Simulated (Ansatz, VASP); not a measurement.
# One calculation of Ir, two programs

INCAR

```
ALGO = Normal
EDIFF = 1E-7
ENCUT = 520
GGA = PE
ISIF = 2
ISMEAR = -1
LASPH = True
LCHARG = False
LREAL = False
LWAVE = False
NBANDS = 10
NELM = 80
PREC = Accurate
SIGMA = 0.05
```

File KPOINTS:

```
k-points
0
Gamma
  15 15 15
```

Contents of POSCAR:

```
Ir
1.0
    0.0575910000      1.9484955000      1.9484955000
    1.9484955000      0.0575910000      1.9484955000
    1.9484955000      1.9484955000      0.0575910000
Ir
1
Direct
    0.0000000000      0.0000000000      0.0000000000
```

Input for Ansatz:

```yaml
crystal:
  lattice:
    - [0.057591, 1.9484955, 1.9484955]
    - [1.9484955, 0.057591, 1.9484955]
    - [1.9484955, 1.9484955, 0.057591]
  atoms:
    - { symbol: Ir, position: [0.0, 0.0, 0.0] }
kpoints:
  mp_grid: { grid: [15, 15, 15] }
  band_path:
    path:
      - [0.0, 0.0, 0.0]
      - [0.5, 0.5, 0.5]
      - [0.2428775097, 0.5, 0.7571224903]
      - [-0.2428775097, 0.2428775097, 0.5]
      - [0.0, 0.0, 0.5]
      - [0.0, 0.0, 0.0]
      - [-0.3714387548, 0.0, 0.3714387548]
      - [0.0, 0.3714387548, 0.6285612452]
      - [0.0, 0.5, 0.5]
    npoints: 5
scf:
  occupations: { method: fermi_dirac, width: 0.05 }
hamiltonian:
  xc: pbe
  pseudopotentials: { kind: all_electron, lapw: { basis_error: 0.0005 } }
output:
  forces: true
  stress: true
  eigenvalues: true
```

Change from the starting cell: equal xy, yz and zx shear strains of +3 %.

Alike in both runs: task single point; functional PBE; k mesh 15 × 15 × 15; occupations fermi-dirac, width 0.05 eV; no spin polarisation.

|  | VASP | Ansatz |
| --- | --- | --- |
| version | VASP 6.6.1 | Ansatz 0.2.0 |
| potentials or method | VASP PAW PBE potentials, release 64 (Ir), cutoff 520 eV | all-electron LAPW, scalar-relativistic |

|  | VASP | Ansatz | Ansatz less VASP |
| --- | --- | --- | --- |
| pressure (GPa) | 10.9 | 10.2 | -0.69 |
| traceless stress, the component that is largest in VASP (GPa) | -8.65 | -8.66 | -0.009 |

Ansatz ran all-electron here, and VASP with PAW potentials.

Spin-orbit coupling is off throughout.
